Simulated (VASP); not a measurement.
# MgO (I4mm) in VASP: a series of runs

Runs on MgO. Level: PBE. Tasks: single point.

All numbers are computed with VASP 6.6.1; they aren't measurements. Logs are shortened: lines on timing, memory, paths and dates and some standing lists are left out, and cuts for length are marked.

### Step 1. The cell of the first run

It takes space group I4mm (No. 107, tetragonal). Conventional cell: a = 3.020 Å, b = 3.020 Å, c = 4.270 Å, α = 90.00°, β = 90.00°, γ = 90.00°. Within 2.7 Å of Mg (site symmetry 4mm) lie 6 O at 2.04 to 2.24 Å. O (site symmetry 4mm) has 6 Mg at 2.04 to 2.24 Å within 2.7 Å.

### Step 2. Single point, PBE (all O atoms moved -0.100 Å, as atom 2 along Cartesian [0 0 1])

The input, INCAR:

```
SYSTEM = MgO
  PREC = Accurate
  ENCUT = 520
  EDIFF = 1E-6
  ISMEAR = 0
  SIGMA = 0.05
  LREAL = .False.
  LASPH = .True.
  NELM = 60
  ALGO = Normal
  ISIF = 2
  LWAVE = .False.
  LCHARG = .False.
  GGA = PE
  NBANDS = 11
```

The input, KPOINTS:

```
regular mesh
0
Gamma
  10 10 10
  0 0 0
```

The input, POSCAR:

```
MgO
1.0
    0.0000000000      2.1351500000      2.1351500000
    2.1351500000      0.0000000000      2.1351500000
    2.1351500000      2.1351500000      0.0000000000
Mg O
1 1
Direct
    0.0000000000      0.0000000000      0.0000000000
    0.4765824415      0.4765824415      0.5234175585
```

Potentials or basis: VASP PAW PBE potentials, release 64 (Mg, O).

Started as:

```sh
$ cat potpaw_PBE.64/Mg/POTCAR potpaw_PBE.64/O/POTCAR > POTCAR
$ mpirun -np 1 vasp_std > vasp.out
```

OUTCAR:

```text
SYSTEM = MgO
   PREC = Accurate
   ENCUT = 520
   EDIFF = 1E-6
   ISMEAR = 0
   LREAL = .False.
   LASPH = .True.
   NELM = 60
   ISIF = 2
   GGA = PE

 ion  position               nearest neighbor table
   1  0.000  0.000  0.000-   2 2.04   2 2.14   2 2.14   2 2.14   2 2.14   2 2.24
   2  0.477  0.477  0.523-   1 2.04   1 2.14   1 2.14   1 2.14   1 2.14   1 2.24

  LATTYP: Found a face centered cubic cell.
 ALAT       =     4.2703000000

  Lattice vectors:

 A1 = (   0.0000000000,   2.1351500000,   2.1351500000)
 A2 = (   2.1351500000,   0.0000000000,   2.1351500000)
 A3 = (   2.1351500000,   2.1351500000,   0.0000000000)

Analysis of symmetry for initial positions (statically):
=====================================================================
 Subroutine PRICEL returns:
 Original cell was already a primitive cell.

 Routine SETGRP: Setting up the symmetry group for a
 face centered cubic supercell.

 Subroutine GETGRP returns: Found  8 space group operations
 (whereof  8 operations were pure point group operations)
 out of a pool of 48 trial point group operations.

The static configuration has the point symmetry C_4v.

Analysis of symmetry for dynamics (positions and initial velocities):
=====================================================================
 Subroutine PRICEL returns:
 Original cell was already a primitive cell.

 Routine SETGRP: Setting up the symmetry group for a
 face centered cubic supercell.

 Subroutine GETGRP returns: Found  8 space group operations
 (whereof  8 operations were pure point group operations)
 out of a pool of 48 trial point group operations.

The dynamic configuration has the point symmetry C_4v.

 Subroutine INISYM returns: Found  8 space group operations
 (whereof  8 operations are pure point group operations),
 and found     1 'primitive' translations

----------------------------------------------------------------------------------------

                                     Primitive cell

  volume of cell :      19.4677

  direct lattice vectors                    reciprocal lattice vectors
     0.000000000  2.135150000  2.135150000    -0.234175585  0.234175585  0.234175585
     2.135150000  0.000000000  2.135150000     0.234175585 -0.234175585  0.234175585
     2.135150000  2.135150000  0.000000000     0.234175585  0.234175585 -0.234175585

  length of vectors
     3.019558088  3.019558088  3.019558088     0.405604011  0.405604011  0.405604011

  position of ions in fractional coordinates (direct lattice)
     0.000000000  0.000000000  0.000000000
     0.476582441  0.476582441  0.523417559

  ion indices of the primitive-cell ions
   primitive index   ion index
                 1           1
                 2           2

----------------------------------------------------------------------------------------

 KPOINTS: regular mesh

Automatic generation of k-mesh.
 Grid dimensions read from file:
 generate k-points for:   10   10   10

 Generating k-lattice:

  Cartesian coordinates                     Fractional coordinates (reciprocal lattice)
    -0.023417558  0.023417558  0.023417558     0.100000000  0.000000000  0.000000000
     0.023417558 -0.023417558  0.023417558     0.000000000  0.100000000  0.000000000
     0.023417558  0.023417558 -0.023417558     0.000000000  0.000000000  0.100000000

  Length of vectors
     0.040560401  0.040560401  0.040560401

  Shift w.r.t. Gamma in fractional coordinates (k-lattice)
     0.000000000  0.000000000  0.000000000

 Subroutine IBZKPT returns following result:
 ===========================================

 Found    102 irreducible k-points:

 Following reciprocal coordinates:
            Coordinates               Weight
  0.000000  0.000000  0.000000      1.000000
  0.100000  0.000000  0.000000      8.000000
  0.200000  0.000000  0.000000      8.000000
  0.300000  0.000000  0.000000      8.000000
  0.400000  0.000000  0.000000      8.000000
  0.500000  0.000000  0.000000      4.000000
[... 16 lines left out ...]
 -0.100000  0.100000  0.000000      4.000000
  0.000000 -0.100000  0.100000      8.000000
 [... further k-points ...]
   k-points           NKPTS =    102   k-points in BZ     NKDIM =    102   number of bands    NBANDS=     11
   number of dos      NEDOS =    301   number of ions     NIONS =      2
   total plane-waves  NPLWV =  13824
   dimension x,y,z NGX =    24 NGY =   24 NGZ =   24
   dimension x,y,z NGXF=    48 NGYF=   48 NGZF=   48
   ions per type =               1   1
   NGX,Y,Z   is equivalent  to a cutoff of  13.21, 13.21, 13.21 a.u.
   NGXF,Y,Z  is equivalent  to a cutoff of  26.43, 26.43, 26.43 a.u.
 SYSTEM =  MgO
   PREC   = accura    normal or accurate (medium, high low for compatibility)
   ISTART =      0    job   : 0-new  1-cont  2-samecut
   ICHARG =      2    charge: 1-file 2-atom 10-const
   ISPIN  =      1    spin polarized calculation?
   LNONCOLLINEAR =      F non collinear calculations
   LSORBIT =      F    spin-orbit coupling
   LASPH  =      T    aspherical Exc in radial PAW
   ENCUT  =  520.0 eV  38.22 Ry    6.18 a.u.   5.61  5.61  5.61*2*pi/ulx,y,z
   NELM   =     60;   NELMIN=  2; NELMDL= -5     # of ELM steps
   EDIFF  = 0.1E-05   stopping-criterion for ELM
   LREAL  =      F    real-space projection
   EDIFFG = 0.1E-04   stopping-criterion for IOM
   NSW    =      0    number of steps for IOM
   IBRION =     -1    ionic relax: 0-MD 1-quasi-New 2-CG
   NFREE  =      0    steps in history (QN), initial steepest desc. (CG)
   ISIF   =      2    stress and relaxation
   ISYM   =      2    0-nonsym 1-usesym 2-fastsym
   POTIM  = 0.5000    time-step for ionic-motion
   TEBEG  =    0.0;   TEEND  =   0.0 temperature during run
   PSTRESS=    0.0 pullay stress
   NELECT =       8.0000    total number of electrons
   NUPDOWN=      -1.0000    fix difference up-down
   EMIN   =  10.00;   EMAX   =-10.00  energy-range for DOS
   EFERMI =   0.00;   METHOD = LEGACY
   ISMEAR =     0;   SIGMA  =   0.05  broadening in eV -4-tet -1-fermi 0-gaus
   EFERMI_NEDOS =   21; number of points for ismear=-14 and -15
   IALGO  =     38    algorithm
   IMIX   =      4    mixing-type and parameters
     AMIX     =   0.40;   BMIX     =  1.00
     AMIX_MAG =   1.60;   BMIX_MAG =  1.00
  volume/ion in A,a.u.               =       9.73        65.69
  Fermi-wavevector in a.u.,A,eV,Ry     =   1.217119  2.300022 20.155386  1.481379
  Thomas-Fermi vector in A             =   2.352450
   LORBIT       =      0    0 simple, 1 ext, 2 COOP (PROOUT), +10 PAW based schemes
   GGA     = PE    functional components
   LHFCALC =     F    Hartree Fock is set to
   AEXX    =    0.0000 exact exchange contribution
   IVDW    =     0    specifies the selected vdW correction
   LEPSILON=     F    determine dielectric tensor
   LRPA    =     F    only Hartree local field effects (RPA)
 non-spin polarized calculation
 Gauss-broadening in eV      SIGMA  =   0.05
  energy-cutoff  :      520.00
  volume of cell :       19.47
 maximum number of plane-waves:       544
   NGX = 11   NGY = 11   NGZ = 11

 number of electron       8.0000002 magnetization

 Free energy of the ion-electron system (eV)
  ---------------------------------------------------
  ext. energy  EPLUGINS =         0.00000000
  ---------------------------------------------------
  free energy    TOTEN  =       -11.88633544 eV

  energy without entropy =      -11.88633544  energy(sigma->0) =      -11.88633544

 E-fermi :   3.1836     XC(G=0): -10.8815

 val. band max:        2.8763979038   @ k =   0.0000   0.0000   0.0000
 cond. band min:       7.2102516493   @ k =   0.0000   0.0000   0.0000
 fundamental gap:      4.3338537454
 Fermi energy:         3.1835975806

 k-point     1 :       0.0000    0.0000    0.0000
  band No.  band energies     occupation
      1     -14.1779      2.00000
      2       2.8625      2.00000
      3       2.8764      2.00000
      4       2.8764      2.00000
      5       7.2103      0.00000
      6      18.4665      0.00000
      7      18.4861      0.00000
      8      18.4861      0.00000
      9      22.2377      0.00000
     10      23.9934      0.00000
     11      24.0138      0.00000

 k-point     2 :       0.1000    0.0000    0.0000
  band No.  band energies     occupation
      1     -14.0799      2.00000
      2       2.2263      2.00000
      3       2.8088      2.00000
      4       2.8145      2.00000
      5       7.8427      0.00000
      6      17.2211      0.00000
      7      18.6989      0.00000
      8      18.7065      0.00000
      9      23.1991      0.00000
     10      23.2232      0.00000
     11      23.8408      0.00000

 k-point     3 :       0.2000    0.0000    0.0000
  band No.  band energies     occupation
      1     -13.8110      2.00000
      2       0.9505      2.00000
      3       2.6516      2.00000
      4       2.6574      2.00000
      5       9.0427      0.00000
      6      15.6849      0.00000
      7      19.1105      0.00000
      8      19.1228      0.00000
      9      22.5074      0.00000
     10      22.5516      0.00000
     11      24.5045      0.00000

 k-point     4 :       0.3000    0.0000    0.0000
  band No.  band energies     occupation
      1     -13.4499      2.00000
      2      -0.3081      2.00000
      3       2.4664      2.00000
      4       2.4722      2.00000
      5      10.0203      0.00000
      6      14.9058      0.00000
      7      19.1453      0.00000
      8      19.1474      0.00000
      9      22.9794      0.00000
     10      23.0011      0.00000
     11      23.8939      0.00000
[... 239 lines left out ...]
 k-point    22 :       0.0000   -0.2000    0.1000
  band No.  band energies     occupation
      1     -13.6272      2.00000
      2       0.4395      2.00000
      3       2.2508      2.00000
      4       2.6174      2.00000
      5       9.7870      0.00000
      6      15.1003      0.00000
      7      18.5455      0.00000
      8      19.7050      0.00000
      9      21.3195      0.00000
     10      23.3874      0.00000
     11      25.4931      0.00000

 k-point    23 :      -0.1000    0.1000    0.0000
  band No.  band energies     occupation
      1     -13.9255      2.00000
      2       1.5262      2.00000
      3       2.5578      2.00000
      4       2.7714      2.00000
      5       8.6443      0.00000
      6      16.1510      0.00000
      7      18.7781      0.00000
      8      19.1233      0.00000
      9      21.8312      0.00000
     10      23.3145      0.00000
     11      25.2752      0.00000

 k-point    24 :       0.0000   -0.1000    0.1000
  band No.  band energies     occupation
      1     -13.9255      2.00000
      2       1.5287      2.00000
      3       2.5611      2.00000
      4       2.7666      2.00000
      5       8.6369      0.00000
      6      16.1609      0.00000
      7      18.7658      0.00000
      8      19.1329      0.00000
      9      21.8873      0.00000
     10      23.3097      0.00000
     11      25.1977      0.00000

 [... further k-points ...]
[... 5 lines left out ...]
  --------------------------------------------------------------------------------------
  -------------------------------------------------------------------------------------
  Total       -0.3193837     -0.3193837      0.0584549      0.0000000      0.0000000      0.0000000
  in kB      -26.2850125    -26.2850125      4.8107870      0.0000000      0.0000000      0.0000000
  external PRESSURE =     -15.9197460 kB  Pullay stress =       0.0000000 kB

 VOLUME and BASIS-vectors are now :
 -----------------------------------------------------------------------------
  energy-cutoff  :      520.00
  volume of cell :       19.47
      direct lattice vectors                 reciprocal lattice vectors
     0.000000000  2.135150000  2.135150000    -0.234175585  0.234175585  0.234175585
     2.135150000  0.000000000  2.135150000     0.234175585 -0.234175585  0.234175585
     2.135150000  2.135150000  0.000000000     0.234175585  0.234175585 -0.234175585

 POSITION                                       TOTAL-FORCE (eV/Angst)
 -----------------------------------------------------------------------------------
      0.00000      0.00000      0.00000         0.000000      0.000000     -0.486046
      2.13515      2.13515      2.03515         0.000000      0.000000      0.486046
 -----------------------------------------------------------------------------------
    total drift:                                0.000001      0.000001      0.000648

  FREE ENERGIE OF THE ION-ELECTRON SYSTEM (eV)
  ---------------------------------------------------
  free  energy   TOTEN  =       -11.8863354404 eV

  energy  without entropy=      -11.8863354404  energy(sigma->0) =      -11.88633544
```

Run time: 14 s. Hardware: 1 thread of Intel Xeon 6975P-C (Granite Rapids), shared host; peak memory 0.15 GiB.

Results:

```yaml
Free_energy: -11.8863 eV
Pressure: -1.6 GPa
Largest_force: 0.486 eV/Å
Band_gap_on_the_k_mesh: 4.33 eV, direct
```

Forces in eV/Å, atoms in the order of the input:
```
Mg   0.000  0.000 -0.486
O    0.000  0.000  0.486
```

Levels at points of the mesh, in eV from the valence-band top:
| k point | band 2 | band 3 | band 4 | band 5 | band 6 | band 7 |
| --- | --- | --- | --- | --- | --- | --- |
| (0.00, 0.00, 0.00) | -0.01 | 0.00 | 0.00 | 4.33 | 15.59 | 15.61 |
| (0.50, 0.00, 0.00) | -4.43 | -0.61 | -0.60 | 7.65 | 12.10 | 15.89 |
| (0.50, 0.50, 0.00) | -3.90 | -1.29 | -1.29 | 9.08 | 9.47 | 12.69 |
| (0.00, 0.50, 0.50) | -3.91 | -1.29 | -1.29 | 9.10 | 9.48 | 12.68 |

Caveat: the cell differs from its parent crystal (all O atoms moved -0.100 Å, as atom 2 along Cartesian [0 0 1]).

### Step 3. Single point, PBE (all O atoms moved +0.075 Å, as atom 2 along Cartesian [0 0 1])

The input, INCAR:

```
SYSTEM = MgO
PREC     = Accurate       ! precision mode
ENCUT    = 520            ! plane-wave cutoff, eV
EDIFF    = 1E-6           ! SCF threshold, eV
ISMEAR   = 0              ! smearing method
SIGMA    = 0.05           ! smearing width, eV
LREAL    = .FALSE.        ! projectors in reciprocal space
LASPH    = .TRUE.         ! aspherical terms in the spheres
NELM     = 60             ! most SCF steps
ALGO     = Normal         ! electronic algorithm
ISIF     = 2              ! what is computed and relaxed
LWAVE    = .FALSE.        ! write WAVECAR
LCHARG   = .TRUE.         ! write CHGCAR
GGA      = PE             ! functional
LELF     = .TRUE.         ! ELF
LVHAR    = .TRUE.       
NBANDS   = 11             ! bands
```

The input, KPOINTS:

```
regular mesh
0
G
  10 10 10
  0 0 0
```

POSCAR, as its differences from that of step 2:

```diff
@@ -9,2 +9,2 @@
     0.0000000000      0.0000000000      0.0000000000
-    0.4765824415      0.4765824415      0.5234175585
+    0.5175631689      0.5175631689      0.4824368311
```

Potentials or basis: VASP PAW PBE potentials, release 64 (Mg, O).

Started as:

```sh
$ cat potpaw_PBE.64/Mg/POTCAR potpaw_PBE.64/O/POTCAR > POTCAR
$ mpirun -np 1 vasp_std > vasp.out
```

It took 13 s on 1 thread of Intel Xeon 6975P-C (Granite Rapids), shared host; peak memory 0.15 GiB.

It converged, with:

* Free energy: -11.8968 eV
* Pressure: -2.0 GPa
* Largest force: 0.353 eV/Å
* Band gap on the k mesh: 4.33 eV, direct

Forces in eV/Å, atoms in the order of the input:
```
Mg   0.000  0.000  0.353
O    0.000  0.000 -0.353
```

Stress tensor (GPa, compression positive):
```
-2.55  0.00  0.00
 0.00 -2.55  0.00
 0.00  0.00 -0.81
```

Levels at points of the mesh, in eV from the valence-band top:
| k point | band 2 | band 3 | band 4 | band 5 | band 6 | band 7 |
| --- | --- | --- | --- | --- | --- | --- |
| (0.00, 0.00, 0.00) | -0.01 | 0.00 | 0.00 | 4.33 | 15.58 | 15.59 |
| (0.50, 0.00, 0.00) | -4.43 | -0.61 | -0.60 | 7.64 | 12.12 | 15.89 |
| (0.50, 0.50, 0.00) | -3.91 | -1.29 | -1.29 | 9.07 | 9.49 | 12.68 |
| (0.00, 0.50, 0.50) | -3.91 | -1.29 | -1.29 | 9.09 | 9.50 | 12.67 |

Caveat: the cell differs from its parent crystal (all O atoms moved +0.075 Å, as atom 2 along Cartesian [0 0 1]).

### Step 4. Single point, PBE (all O atoms moved -0.050 Å, as atom 2 along Cartesian [0 0 1])

The input, INCAR:

```
SYSTEM = MgO
PREC = Accurate
ENCUT = 520
EDIFF = 1E-6
ISMEAR = 0
SIGMA = 0.05
LREAL = .FALSE.
LASPH = .TRUE.
NELM = 100
ALGO = Normal
ISIF = 2
LWAVE = .FALSE.
LCHARG = .TRUE.
GGA = PE
LELF = .TRUE.
LVHAR = .TRUE.
NBANDS = 11
```

KPOINTS is that of step 3.

POSCAR, as its differences from that of step 3:

```diff
@@ -9,2 +9,2 @@
     0.0000000000      0.0000000000      0.0000000000
-    0.5175631689      0.5175631689      0.4824368311
+    0.4882912208      0.4882912208      0.5117087792
```

Started as:

```sh
$ cat potpaw_PBE.64/Mg/POTCAR potpaw_PBE.64/O/POTCAR > POTCAR
$ mpirun -np 1 vasp_std > vasp.out
```

Wall time 14 s (1 thread of Intel Xeon 6975P-C (Granite Rapids), shared host); peak memory 0.15 GiB.

The run converged. Its results:

```yaml
Free_energy: -11.9041 eV
Pressure: -2.2 GPa
Largest_force: 0.230 eV/Å
Band_gap_on_the_k_mesh: 4.34 eV, direct
```

Forces in eV/Å, atoms in the order of the input:
```
Mg   0.000  0.000 -0.230
O    0.000  0.000  0.230
```

Stress tensor (GPa, compression positive):
```
-2.50  0.00  0.00
 0.00 -2.50  0.00
 0.00  0.00 -1.73
```

Levels at points of the mesh, in eV from the valence-band top:
```
           k point  band 1  band 2  band 3  band 4  band 5  band 6  band 7  band 8
(0.00, 0.00, 0.00)  -17.06    0.00    0.00    0.00    4.34   15.57   15.58   15.58
(0.50, 0.00, 0.00)  -15.87   -4.44   -0.61   -0.61    7.64   12.13   15.89   15.90
(0.50, 0.50, 0.00)  -15.63   -3.91   -1.29   -1.29    9.07    9.51   12.67   18.36
(0.00, 0.50, 0.50)  -15.63   -3.92   -1.29   -1.29    9.08    9.52   12.67   18.35
```

Caveat: the cell differs from its parent crystal (all O atoms moved -0.050 Å, as atom 2 along Cartesian [0 0 1]).

### Step 5. Single point, PBE (all O atoms moved +0.025 Å, as atom 2 along Cartesian [0 0 1])

The input, INCAR:

```
SYSTEM = MgO
ALGO     = Normal         ! electronic algorithm
EDIFF    = 1E-7           ! SCF threshold, eV
ENCUT    = 520            ! plane-wave cutoff, eV
GGA      = PE             ! functional
ISIF     = 2              ! what is computed and relaxed
ISMEAR   = 0              ! smearing method
LASPH    = .True.         ! aspherical terms in the spheres
LCHARG   = .False.        ! write CHGCAR
LREAL    = .False.        ! projectors in reciprocal space
LWAVE    = .False.        ! write WAVECAR
NBANDS   = 11             ! bands
NELM     = 80             ! most SCF steps
PREC     = Accurate       ! precision mode
SIGMA    = 0.05           ! smearing width, eV
```

The input, KPOINTS:

```
k-points
0
Gamma
  10 10 10
  0 0 0
```

POSCAR, as its differences from that of step 4:

```diff
@@ -9,2 +9,2 @@
     0.0000000000      0.0000000000      0.0000000000
-    0.4882912208      0.4882912208      0.5117087792
+    0.5058543896      0.5058543896      0.4941456104
```

Started as:

```sh
$ cat potpaw_PBE.64/Mg/POTCAR potpaw_PBE.64/O/POTCAR > POTCAR
$ mpirun -np 1 vasp_std > vasp.out
```

It took 14 s on 1 thread of Intel Xeon 6975P-C (Granite Rapids), shared host; peak memory 0.15 GiB.

The run converged. Its results:

```
Free energy            : -11.9083 eV
Pressure               : -2.4 GPa
Largest force          : 0.113 eV/Å
Band gap on the k mesh : 4.34 eV, direct
```

Forces in eV/Å, atoms in the order of the input:
```
Mg   0.000  0.000  0.113
O    0.000  0.000 -0.113
```

Stress tensor (GPa, compression positive):
```
-2.46  0.00  0.00
 0.00 -2.46  0.00
 0.00  0.00 -2.27
```

Levels at points of the mesh, in eV from the valence-band top:
```csv
k point,band 2,band 3,band 4,band 5,band 6,band 7
"(0.00, 0.00, 0.00)",0.00,0.00,0.00,4.34,15.57,15.57
"(0.50, 0.00, 0.00)",-4.44,-0.61,-0.61,7.64,12.14,15.89
"(0.50, 0.50, 0.00)",-3.92,-1.29,-1.29,9.07,9.52,12.67
"(0.00, 0.50, 0.50)",-3.92,-1.29,-1.29,9.07,9.52,12.67
```

Caveat: the cell differs from its parent crystal (all O atoms moved +0.025 Å, as atom 2 along Cartesian [0 0 1]).
